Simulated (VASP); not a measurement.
# AlN (Cm) in VASP: further runs

AlN is run at these levels: PBE; tasks: single point.

All numbers are computed with VASP 6.6.1; they aren't measurements. Logs are shortened: lines on timing, memory, paths and dates and some standing lists are left out, and cuts for length are marked.

### 1 The cell of the first run

Symmetry: Cm, No. 8, monoclinic system. Conventional cell: a = 5.422 Å, b = 3.130 Å, c = 10.046 Å, α = 90.00°, β = 92.58°, γ = 90.00°. Within 2.5 Å of Al (site symmetry m) lie 4 N at 1.90 to 1.97 Å. Al (site symmetry m) has 4 N at 1.90 to 1.91 Å within 2.5 Å. Al (site symmetry m) has 4 N at 1.90 to 1.91 Å within 2.5 Å. Within 2.5 Å of Al (site symmetry m) lie 4 N at 1.90 to 1.91 Å. Within 2.5 Å of N (site symmetry m) lie 4 Al at 1.90 to 1.97 Å. Within 2.5 Å of N (site symmetry m) lie 4 Al at 1.90 to 1.91 Å. N (site symmetry m) has 4 Al at 1.90 to 1.91 Å within 2.5 Å. Within 2.5 Å of N (site symmetry m) lie 4 Al at 1.90 to 1.91 Å.

### 2 Single point, PBE

Contents of INCAR:

```
ALGO     = Normal         # electronic algorithm
EDIFF    = 1E-7           # SCF threshold, eV
ENCUT    = 520            # plane-wave cutoff, eV
GGA      = PE             # functional
ISIF     = 2              # what is computed and relaxed
ISMEAR   = 0              # smearing method
LASPH    = True           # aspherical terms in the spheres
LCHARG   = False          # write CHGCAR
LREAL    = False          # projectors in reciprocal space
LWAVE    = False          # write WAVECAR
NBANDS   = 26             # bands
NELM     = 100            # most SCF steps
PREC     = Accurate       # precision mode
SIGMA    = 0.05           # smearing width, eV
```

Contents of KPOINTS:

```
k-points
0
Gamma
  8 8 3
```

Contents of POSCAR:

```
AlN
1.0
   -3.1302395629      0.0000000000      0.0000000000
   -1.5651197814     -2.7108669814      0.0000000000
   -0.3911234334     -0.2258152196     10.0359593112
Al N
4 4
Direct
    0.2579789573      0.2579789573      0.9046143587
    0.2996289573      0.2996289573      0.4046143587
    0.6537872906      0.6537872906      0.1546143587
    0.6121372906      0.6121372906      0.6546143587
    0.3253877094      0.3253877094      0.0953856413
    0.2837377094      0.2837377094      0.5953856413
    0.6378960427      0.6378960427      0.3453856413
    0.5962460427      0.5962460427      0.8453856413
```

Potentials or basis: VASP PAW PBE potentials, release 64 (Al, N).

Command:

```console
$ cat potpaw_PBE.64/Al/POTCAR potpaw_PBE.64/N/POTCAR > POTCAR
$ mpirun -np 1 vasp_std > vasp.out
```

OUTCAR:

```text
EDIFF = 1E-7
   ENCUT = 520
   GGA = PE
   ISIF = 2
   ISMEAR = 0
   LASPH = True
   LREAL = False
   NELM = 100
   PREC = Accurate

 ion  position               nearest neighbor table
   1  0.258  0.258  0.905-   8 1.90   8 1.90   8 1.90   5 1.97   3 2.99   3 2.99   4 3.09   4 3.09
                             4 3.09
   2  0.300  0.300  0.405-   7 1.90   7 1.90   7 1.90   6 1.91   3 3.09   4 3.09   4 3.09   3 3.09
                             3 3.09   4 3.09
   3  0.654  0.654  0.155-   5 1.90   5 1.90   5 1.90   7 1.91   1 2.99   1 2.99   2 3.09   2 3.09
                             2 3.09
   4  0.612  0.612  0.655-   6 1.90   6 1.90   6 1.90   8 1.91   1 3.09   2 3.09   2 3.09   1 3.09
                             1 3.09   2 3.09
   5  0.325  0.325  0.095-   3 1.90   3 1.90   3 1.90   1 1.97
   6  0.284  0.284  0.595-   4 1.90   4 1.90   4 1.90   2 1.91
   7  0.638  0.638  0.345-   2 1.90   2 1.90   2 1.90   3 1.91
   8  0.596  0.596  0.845-   1 1.90   1 1.90   1 1.90   4 1.91

  LATTYP: Found a base centered monoclinic cell.
 ALAT       =     5.4217339628
 B/A-ratio  =     0.5773502692
 C/A-ratio  =     1.8529341723
 COS(beta)  =    -0.0449557255

  Lattice vectors:

 A1 = (   3.1302395629,   0.0000000000,   0.0000000000)
 A2 = (   1.5651197814,   2.7108669814,   0.0000000000)
 A3 = (  -0.3911234334,  -0.2258152196,  10.0359593112)

Analysis of symmetry for initial positions (statically):
=====================================================================
 Subroutine PRICEL returns:
 Original cell was already a primitive cell.

 Routine SETGRP: Setting up the symmetry group for a
 base centered monoclinic supercell.

 Subroutine GETGRP returns: Found  2 space group operations
 (whereof  2 operations were pure point group operations)
 out of a pool of  4 trial point group operations.

The static configuration has the point symmetry C_1h.

Analysis of symmetry for dynamics (positions and initial velocities):
=====================================================================
 Subroutine PRICEL returns:
 Original cell was already a primitive cell.

 Routine SETGRP: Setting up the symmetry group for a
 base centered monoclinic supercell.

 Subroutine GETGRP returns: Found  2 space group operations
 (whereof  2 operations were pure point group operations)
 out of a pool of  4 trial point group operations.

The dynamic configuration has the point symmetry C_1h.

 Subroutine INISYM returns: Found  2 space group operations
 (whereof  2 operations are pure point group operations),
 and found     1 'primitive' translations

----------------------------------------------------------------------------------------

                                     Primitive cell

  volume of cell :      85.1618

  direct lattice vectors                    reciprocal lattice vectors
    -3.130239563  0.000000000  0.000000000    -0.319464367  0.184442838 -0.008300153
    -1.565119781 -2.710866981  0.000000000     0.000000000 -0.368885676 -0.008300153
    -0.391123433 -0.225815220 10.035959311     0.000000000  0.000000000  0.099641695

  length of vectors
     3.130239563  3.130239563 10.046116133     0.368979044  0.368979044  0.099641695

  position of ions in fractional coordinates (direct lattice)
     0.257978957  0.257978957  0.904614359
     0.299628957  0.299628957  0.404614359
     0.653787291  0.653787291  0.154614359
     0.612137291  0.612137291  0.654614359
     0.325387709  0.325387709  0.095385641
     0.283737709  0.283737709  0.595385641
     0.637896043  0.637896043  0.345385641
     0.596246043  0.596246043  0.845385641

  ion indices of the primitive-cell ions
   primitive index   ion index
                 1           1
                 2           2
                 3           3
                 4           4
                 5           5
                 6           6
                 7           7
                 8           8

----------------------------------------------------------------------------------------

 KPOINTS: k-points

Automatic generation of k-mesh.
 Grid dimensions read from file:
 generate k-points for:    8    8    3

 Generating k-lattice:

  Cartesian coordinates                     Fractional coordinates (reciprocal lattice)
    -0.039933046  0.023055355 -0.001037519     0.125000000 -0.000000000 -0.000000000
     0.000000000 -0.046110710 -0.001037519     0.000000000  0.125000000 -0.000000000
     0.000000000  0.000000000  0.033213898     0.000000000  0.000000000  0.333333333

  Length of vectors
     0.046122380  0.046122380  0.033213898

  Shift w.r.t. Gamma in fractional coordinates (k-lattice)
     0.000000000  0.000000000  0.000000000

 Subroutine IBZKPT returns following result:
 ===========================================

 Found     57 irreducible k-points:

 Following reciprocal coordinates:
            Coordinates               Weight
  0.000000  0.000000  0.000000      1.000000
  0.125000 -0.000000  0.000000      4.000000
  0.250000 -0.000000  0.000000      4.000000
  0.375000  0.000000  0.000000      4.000000
  0.500000 -0.000000  0.000000      2.000000
  0.125000  0.125000  0.000000      2.000000
[... 16 lines left out ...]
  0.125000 -0.000000  0.333333      4.000000
  0.250000 -0.000000  0.333333      4.000000
 [... further k-points ...]
   k-points           NKPTS =     57   k-points in BZ     NKDIM =     57   number of bands    NBANDS=     26
   number of dos      NEDOS =    301   number of ions     NIONS =      8
   total plane-waves  NPLWV =  46080
   dimension x,y,z NGX =    24 NGY =   24 NGZ =   80
   dimension x,y,z NGXF=    48 NGYF=   48 NGZF=  160
   ions per type =               4   4
   NGX,Y,Z   is equivalent  to a cutoff of  12.75, 12.75, 13.24 a.u.
   NGXF,Y,Z  is equivalent  to a cutoff of  25.49, 25.49, 26.48 a.u.
 SYSTEM =  unknown system
   PREC   = accura    normal or accurate (medium, high low for compatibility)
   ISTART =      0    job   : 0-new  1-cont  2-samecut
   ICHARG =      2    charge: 1-file 2-atom 10-const
   ISPIN  =      1    spin polarized calculation?
   LNONCOLLINEAR =      F non collinear calculations
   LSORBIT =      F    spin-orbit coupling
   LASPH  =      T    aspherical Exc in radial PAW
   ENCUT  =  520.0 eV  38.22 Ry    6.18 a.u.   5.82  5.82 18.68*2*pi/ulx,y,z
   NELM   =    100;   NELMIN=  2; NELMDL= -5     # of ELM steps
   EDIFF  = 0.1E-06   stopping-criterion for ELM
   LREAL  =      F    real-space projection
   EDIFFG = 0.1E-05   stopping-criterion for IOM
   NSW    =      0    number of steps for IOM
   IBRION =     -1    ionic relax: 0-MD 1-quasi-New 2-CG
   NFREE  =      0    steps in history (QN), initial steepest desc. (CG)
   ISIF   =      2    stress and relaxation
   ISYM   =      2    0-nonsym 1-usesym 2-fastsym
   POTIM  = 0.5000    time-step for ionic-motion
   TEBEG  =    0.0;   TEEND  =   0.0 temperature during run
   PSTRESS=    0.0 pullay stress
   NELECT =      32.0000    total number of electrons
   NUPDOWN=      -1.0000    fix difference up-down
   EMIN   =  10.00;   EMAX   =-10.00  energy-range for DOS
   EFERMI =   0.00;   METHOD = LEGACY
   ISMEAR =     0;   SIGMA  =   0.05  broadening in eV -4-tet -1-fermi 0-gaus
   EFERMI_NEDOS =   21; number of points for ismear=-14 and -15
   IALGO  =     38    algorithm
   IMIX   =      4    mixing-type and parameters
     AMIX     =   0.40;   BMIX     =  1.00
     AMIX_MAG =   1.60;   BMIX_MAG =  1.00
  volume/ion in A,a.u.               =      10.65        71.84
  Fermi-wavevector in a.u.,A,eV,Ry     =   1.181345  2.232418 18.987951  1.395575
  Thomas-Fermi vector in A             =   2.317620
   LORBIT       =      0    0 simple, 1 ext, 2 COOP (PROOUT), +10 PAW based schemes
   GGA     = PE    functional components
   LHFCALC =     F    Hartree Fock is set to
   AEXX    =    0.0000 exact exchange contribution
   IVDW    =     0    specifies the selected vdW correction
   LEPSILON=     F    determine dielectric tensor
   LRPA    =     F    only Hartree local field effects (RPA)
 non-spin polarized calculation
 Gauss-broadening in eV      SIGMA  =   0.05
  energy-cutoff  :      520.00
  volume of cell :       85.16
 maximum number of plane-waves:      2315
   NGX = 11   NGY = 11   NGZ = 37

 number of electron      32.0000000 magnetization

 Free energy of the ion-electron system (eV)
  ---------------------------------------------------
  ext. energy  EPLUGINS =         0.00000000
  ---------------------------------------------------
  free energy    TOTEN  =       -59.32204526 eV

  energy without entropy =      -59.32204526  energy(sigma->0) =      -59.32204526

 E-fermi :   6.4265     XC(G=0): -10.8347

 val. band max:        6.1715146751   @ k =   0.0000   0.0000   0.0000
 cond. band min:       9.9273050429   @ k =   0.0000   0.0000   0.0000
 fundamental gap:      3.7557903678
 Fermi energy:         6.4265003852

 k-point     1 :       0.0000    0.0000    0.0000
  band No.  band energies     occupation
      1      -9.0895      2.00000
      2      -8.2301      2.00000
      3      -8.2123      2.00000
      4      -6.9959      2.00000
      5       0.0783      2.00000
      6       2.6648      2.00000
[... 18 lines left out ...]
     25      16.9652      0.00000
     26      17.1095      0.00000

 k-point     2 :       0.1250   -0.0000    0.0000
  band No.  band energies     occupation
      1      -8.8963      2.00000
      2      -8.0733      2.00000
      3      -8.0343      2.00000
      4      -6.8867      2.00000
      5       0.3103      2.00000
      6       2.5911      2.00000
[... 18 lines left out ...]
     25      16.9907      0.00000
     26      17.6210      0.00000

 k-point     3 :       0.2500   -0.0000    0.0000
  band No.  band energies     occupation
      1      -8.3594      2.00000
      2      -7.6381      2.00000
      3      -7.5719      2.00000
      4      -6.6267      2.00000
      5       0.9728      2.00000
      6       1.9618      2.00000
[... 572 lines left out ...]
 k-point    23 :       0.1250   -0.0000    0.3333
  band No.  band energies     occupation
      1      -8.8020      2.00000
      2      -8.4880      2.00000
      3      -7.5489      2.00000
      4      -7.0629      2.00000
      5       0.6208      2.00000
      6       1.5231      2.00000
[... 18 lines left out ...]
     25      17.0192      0.00000
     26      17.4996      0.00000

 k-point    24 :       0.2500   -0.0000    0.3333
  band No.  band energies     occupation
      1      -8.2801      2.00000
      2      -7.9779      2.00000
      3      -7.1861      2.00000
      4      -6.7565      2.00000
      5       1.1110      2.00000
      6       1.4937      2.00000
[... 18 lines left out ...]
     25      16.8151      0.00000
     26      17.1915      0.00000

 [... further k-points ...]
[... 5 lines left out ...]
  --------------------------------------------------------------------------------------
  -------------------------------------------------------------------------------------
  Total       -0.5340630     -0.5069602      0.0953887     -0.0234718      1.2432094      2.1533019
  in kB      -10.0475093     -9.5376141      1.7945801     -0.4415822     23.3889217     40.5108011
  external PRESSURE =      -5.9301811 kB  Pullay stress =       0.0000000 kB

 VOLUME and BASIS-vectors are now :
 -----------------------------------------------------------------------------
  energy-cutoff  :      520.00
  volume of cell :       85.16
      direct lattice vectors                 reciprocal lattice vectors
    -3.130239563  0.000000000  0.000000000    -0.319464367  0.184442838 -0.008300153
    -1.565119781 -2.710866981  0.000000000     0.000000000 -0.368885676 -0.008300153
    -0.391123433 -0.225815220 10.035959311     0.000000000  0.000000000  0.099641695

 POSITION                                       TOTAL-FORCE (eV/Angst)
 -----------------------------------------------------------------------------------
     -1.56512     -0.90362      9.07867        -0.608711     -0.351440      0.172324
     -1.56512     -0.90362      4.06069         0.010391      0.005999     -0.028669
     -3.13024     -1.80724      1.55170         0.071419      0.041234      0.196700
     -3.13024     -1.80724      6.56968        -0.041941     -0.024215     -0.042362
     -1.56512     -0.90362      0.95729         0.793427      0.458085     -0.228026
     -1.56512     -0.90362      5.97527        -0.004176     -0.002411      0.017910
     -3.13024     -1.80724      3.46628         0.031229      0.018030      0.025979
     -3.13024     -1.80724      8.48426        -0.251638     -0.145283     -0.113854
 -----------------------------------------------------------------------------------
    total drift:                               -0.000005     -0.000003     -0.000745

  FREE ENERGIE OF THE ION-ELECTRON SYSTEM (eV)
  ---------------------------------------------------
  free  energy   TOTEN  =       -59.3220452581 eV

  energy  without entropy=      -59.3220452581  energy(sigma->0) =      -59.32204526
```

It took 47 s on 1 thread of Intel Xeon 6975P-C (Granite Rapids), shared host; peak memory 0.24 GiB.

Results:

* Free energy: -59.3220 eV
* Pressure: -0.6 GPa
* Largest force: 0.944 eV/Å
* Band gap on the k mesh: 3.76 eV, direct

Forces in eV/Å, atoms in the order of the input:
```
Al  -0.609 -0.351  0.172
Al   0.010  0.006 -0.029
Al   0.071  0.041  0.197
Al  -0.042 -0.024 -0.042
N    0.793  0.458 -0.228
N   -0.004 -0.002  0.018
N    0.031  0.018  0.026
N   -0.252 -0.145 -0.114
```

Stress tensor (GPa, compression positive):
```
-1.00 -0.04  4.05
-0.04 -0.95  2.34
 4.05  2.34  0.18
```

A k mesh can miss the band edges.

### 3 Single point, PBE

Contents of INCAR:

```
SYSTEM = AlN
ALGO = Normal
EDIFF = 1E-6
ENCUT = 520
GGA = PE
ISIF = 2
ISMEAR = 0
LASPH = .TRUE.
LCHARG = .FALSE.
LREAL = .FALSE.
LWAVE = .FALSE.
NBANDS = 26
NELM = 80
PREC = Accurate
SIGMA = 0.05
```

Contents of KPOINTS:

```
k-points
0
G
  8 8 3
  0 0 0
```

Contents of POSCAR:

```
AlN
1.0
   -3.1302395629      0.0000000000      0.0000000000
   -1.5651197814     -2.7108669814      0.0000000000
   -1.1738398361     -0.6777167454     10.0359593112
Al N
4 4
Direct
    0.1071797437      0.1071797437      0.9046143587
    0.2321797437      0.2321797437      0.4046143587
    0.6280130770      0.6280130770      0.1546143587
    0.5030130770      0.5030130770      0.6546143587
    0.3094869230      0.3094869230      0.0953856413
    0.1844869230      0.1844869230      0.5953856413
    0.5803202563      0.5803202563      0.3453856413
    0.4553202563      0.4553202563      0.8453856413
```

Potentials or basis: VASP PAW PBE potentials, release 64 (Al, N).

Command:

```console
$ cat potpaw_PBE.64/Al/POTCAR potpaw_PBE.64/N/POTCAR > POTCAR
$ mpirun -np 1 vasp_std > vasp.out
```

Wall time 44 s (1 thread of Intel Xeon 6975P-C (Granite Rapids), shared host); peak memory 0.25 GiB.

The run converged. Its results:

| Property | Result |
| --- | --- |
| Free energy | -57.9199 eV |
| Pressure | -1.0 GPa |
| Largest force | 1.444 eV/Å |
| Band gap on the k mesh | 2.74 eV, direct |

Forces on the atoms (eV/Å):
```
Al  -0.571 -0.330  0.138
Al   0.011  0.006 -0.184
Al  -0.099 -0.057  0.772
Al  -0.071 -0.041 -0.297
N    1.203  0.695  0.394
N   -0.013 -0.008  0.103
N    0.061  0.035  0.160
N   -0.521 -0.301 -1.085
```

Stress tensor (GPa, compression positive):
```
-5.98 -1.50  5.53
-1.50 -4.24  3.19
 5.53  3.19  7.15
```

Levels at points of the mesh, in eV from the valence-band top:
```tsv
k point	band 14	band 15	band 16	band 17	band 18	band 19
(0.00, 0.00, 0.00)	-0.76	-0.71	0.00	2.74	5.11	5.69
(0.50, 0.00, 0.00)	-1.65	-1.39	-0.58	3.70	4.21	5.08
(0.50, 0.50, 0.00)	-1.83	-1.19	-0.26	3.34	4.02	5.19
```

Caveat: forces of over 1 eV/Å act on the atoms, so gaps and moduli don't describe the material at rest. A k mesh can miss the band edges.
